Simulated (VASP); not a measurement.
The system is Si.

```
Si
1.0
    -1.62691    1.62691    1.32033
     1.62691   -1.62691    1.32033
     1.62691    1.62691   -1.32033
Si
1
Direct
  0.00000 0.00000 0.00000
```

- Program: VASP 6.6.1
- Task: relaxation of cell and atoms
- Functional: PBE
- Dispersion: D4
- Potentials or basis: VASP PAW PBE potentials, release 64 (Si)
- Cutoff: 500 eV
- k mesh: 13 × 13 × 13
- Occupations: methfessel-paxton, width 0.05 eV
- Spin: no spin polarisation

At the start: pressure -1.5 GPa; volume 13.98 Å³/atom.

**Question.** Where does the relaxation end?

**Answer.** Over 9 steps the energy falls by 10.0 meV/atom and the volume is 13.80 Å³/atom (-1.3 %); space group I4/mmm (No. 139, to 0.1 Å) before and after.

Step by step:
| step | energy change (eV) | largest force (eV/Å) | pressure (GPa) | volume (Å³) |
| --- | --- | --- | --- | --- |
| 1 | 0.0000 | 0.0000 | -1.47 | 13.98 |
| 2 | -0.0067 | 0.0000 | 0.55 | 13.72 |
| 3 | -0.0070 | 0.0000 | 0.95 | 13.68 |
| 4 | -0.0072 | 0.0000 | 1.74 | 13.60 |
| 5 | -0.0073 | 0.0000 | 1.42 | 13.63 |
| 6 | -0.0100 | 0.0000 | 0.30 | 13.77 |
| 7 | -0.0100 | 0.0000 | 0.29 | 13.77 |
| 8 | -0.0100 | 0.0000 | -0.05 | 13.82 |
| 9 | -0.0100 | 0.0000 | 0.06 | 13.80 |

Final structure:
```yaml
crystal:
  lattice:
    - [-1.64385, 1.64385, 1.27696]
    - [1.64385, -1.64385, 1.27696]
    - [1.64385, 1.64385, -1.27696]
  atoms:
    - { symbol: Si, position: [0.00000, 0.00000, 0.00000] }
```
